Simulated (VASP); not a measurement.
Here is a VASP 6.6.1 calculation.

The input POSCAR:

```
TiNi
1.0
    2.7358030000      0.0000000000      0.0000000000
    0.0000000000      2.7358030000      0.0000000000
    0.0000000000      0.0000000000      3.5814100000
Ti Ni
1 1
Direct
    0.5000000000      0.5000000000      0.5000000000
    0.0000000000      0.0000000000      0.0000000000
```

INCAR.step1

```
  PREC = Accurate
  ENCUT = 520
  ISMEAR = -1
  SIGMA = 0.15
  LREAL = False
  LASPH = True
  NELM = 150
  ISPIN = 2
  MAGMOM = 0.97 0.7
  NUPDOWN = 1.8
  LMAXMIX = 4
  NBANDS = 22
  GGA = PE
  ALGO = Normal
  EDIFF = 1E-4
  LWAVE = True
  LCHARG = False
```

INCAR.step2

```
  PREC = Accurate
  ENCUT = 520
  EDIFF = 1E-6
  ISMEAR = -1
  SIGMA = 0.15
  LREAL = False
  LASPH = True
  NELM = 150
  ALGO = Normal
  ISIF = 2
  LWAVE = False
  LCHARG = False
  ISPIN = 2
  MAGMOM = 0.97 0.7
  LORBIT = 11
  NUPDOWN = 1.8
  LMAXMIX = 4
  METAGGA = R2SCAN
  LMIXTAU = True
  NBANDS = 22
  ISTART = 1
```

The input KPOINTS:

```
Automatic mesh
0
Gamma
  12 12 9
```

Potentials or basis: VASP PAW PBE potentials, release 64 (Ti_sv, Ni).

Launch:

```bash
$ cat potpaw_PBE.64/Ti_sv/POTCAR potpaw_PBE.64/Ni/POTCAR > POTCAR
$ cp INCAR.step1 INCAR
$ mpirun -np 1 vasp_std > vasp.out
$ cp INCAR.step2 INCAR
$ mpirun -np 1 vasp_std > vasp.out
```

Question: Estimate the pressure.

Answer: 2.2 GPa.

Stress tensor (GPa, compression positive):
```
 5.11  0.00  0.00
 0.00  5.11  0.00
 0.00  0.00 -3.66
```

Caveat: the PAW data sets were made with another functional, which shifts forces and pressure a little; the total moment is fixed, so each spin has its own Fermi level.
